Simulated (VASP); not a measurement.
A run of VASP 6.6.1 is set up as follows.

INCAR

```
SYSTEM = Te
ALGO = Normal
EDIFF = 1E-7
ENCUT = 520
GGA = RP
ISIF = 2
ISMEAR = -1
LASPH = .True.
LCHARG = .False.
LREAL = .False.
LWAVE = .False.
NBANDS = 34
NELM = 60
PREC = Accurate
SIGMA = 0.1
```

Contents of KPOINTS:

```
k-points
0
Gamma
  6 6 6
  0 0 0
```

Contents of POSCAR:

```
Te
1.0
    6.2158002389      0.0000000000      0.0000000000
    0.0000000000      6.2158002389      0.0000000000
    0.0000000000      0.0000000000      6.2158002389
Te
8
Direct
    1.0000000000      0.0000000000      1.0000000000
    0.5000000000      0.5000000000      0.5000000000
    0.2500000000      1.0000000000      0.5000000000
    0.7500000000      0.0000000000      0.5000000000
    0.5000000000      0.2500000000      0.0000000000
    0.5000000000      0.7500000000      0.0000000000
    0.0000000000      0.5000000000      0.2500000000
    0.0000000000      0.5000000000      0.7500000000
```

Potentials or basis: VASP PAW PBE potentials, release 64 (Te).

Launch:

```bash
$ cat potpaw_PBE.64/Te/POTCAR > POTCAR
$ mpirun -np 1 vasp_std > vasp.out
```

Q: What does it give for the band gap on the k mesh?

A: Zero (band 24 reaches 7.68 eV, above the bottom of band 25 at 6.40 eV).

Q: Predict the pressure.

A: -0.4 GPa.

Caveat: the PAW data sets were made with another functional, which shifts forces and pressure a little; spin-orbit coupling is left out, which moves the levels of the heavy elements.
